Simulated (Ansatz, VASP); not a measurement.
Two plane-wave programs on TaN

File INCAR:

```
SYSTEM = TaN
PREC = Accurate
ENCUT = 520
EDIFF = 1E-6
ISMEAR = 0
SIGMA = 0.15
LREAL = .False.
LASPH = .True.
NELM = 60
ALGO = Normal
ISIF = 2
LWAVE = .False.
LCHARG = .False.
GGA = PE
NBANDS = 24
```

The input KPOINTS:

```
regular mesh
0
Gamma
  18 18 8
  0 0 0
```

File POSCAR:

```
TaN
1.0
    3.1093193448      0.0000000000      0.0000000000
   -1.5546596724      2.6927495410      0.0000000000
    0.0000000000      0.0000000000      6.0201001124
Ta N
2 2
Direct
    0.3333333333      0.6666666667      0.0304880884
    0.6666666667      0.3333333333      0.5304880884
    0.3333333333      0.6666666667      0.3545119116
    0.6666666667      0.3333333333      0.8545119116
```

Input for Ansatz:

```yaml
crystal:
  lattice:
    - [3.1093193448, 0.0, 0.0]
    - [-1.5546596724, 2.692749541, 0.0]
    - [0.0, 0.0, 6.0201001124]
  atoms:
    - { symbol: Ta, position: [0.3333333333, 0.6666666667, 0.0304880884] }
    - { symbol: Ta, position: [0.6666666667, 0.3333333333, 0.5304880884] }
    - { symbol: "N", position: [0.3333333333, 0.6666666667, 0.3545119116] }
    - { symbol: "N", position: [0.6666666667, 0.3333333333, 0.8545119116] }
basis:
  ecutwfc: 520.0
kpoints:
  mp_grid: { grid: [18, 18, 8] }
hamiltonian:
  xc: pbe
  pseudopotentials: { kind: paw, azcp: { folder: soft_1 } }
scf:
  occupations: { method: gaussian, width: 0.15 }
output:
  forces: true
  stress: true
  eigenvalues: true
```

Alike in both runs: task single point; functional PBE; k mesh 18 × 18 × 8; occupations gaussian, width 0.15 eV; no spin polarisation.

|  | VASP | Ansatz |
| --- | --- | --- |
| version | VASP 6.6.1 | Ansatz 0.2.0 |
| potentials or method | VASP PAW PBE potentials, release 64 (Ta_pv, N), cutoff 520 eV | scalar-relativistic, plane waves, PAW |
| valence electrons in the cell | 32 | 36 |

Ansatz gave:

```
gap on the k mesh at the Fermi level (eV)                     : none
pressure (GPa)                                                : 11.4
traceless stress, the component that is largest in VASP (GPa) : 2.73
rms of the force components (eV/Å)                            : 0.033
```

Question: Which values does VASP return?

Answer: gap on the k mesh at the Fermi level (eV): none; pressure (GPa): 12.2; traceless stress, the component that is largest in VASP (GPa): 3.19; rms of the force components (eV/Å): 0.049.

Atom by atom the forces differ by 0.016 eV/Å (rms over components). A gap of «none» marks a metal or a gap that the smearing closes. The functional is the same, so the differences come from potentials, cutoffs and numerics. VASP's potentials hold 32 valence electrons a cell and Ansatz's 36, so a difference there can come from the potentials and not from the codes.

Spin-orbit coupling is off throughout.
